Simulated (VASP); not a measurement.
Runs of VASP 6.6.1 on Cu. It takes space group I4/mmm (No. 139, tetragonal). Conventional cell: a = 2.886 Å, b = 2.886 Å, c = 2.752 Å, α = 90.00°, β = 90.00°, γ = 90.00°. Within 3.2 Å of Cu (site symmetry 4/mmm) lie 14 Cu at 2.46 to 2.89 Å. 

```tsv
smearing	gap on the mesh (eV)	pressure (GPa)
gaussian 0.3 eV	none	-6.9
gaussian 0.05 eV	none	(a)
gaussian 0.1 eV	none	-7.0
gaussian 0.2 eV	none	-7.0
```

Alike in all rows: task single point; level LDA; potentials or basis VASP PAW LDA potentials, release 64 (Cu); no spin polarisation; cell as given; k mesh 14 × 14 × 13; cutoff (eV) 520.

Question: Estimate the missing entries.

Answer: (a) -7.1.

A gap of «none» marks levels without a gap at the run's occupations.
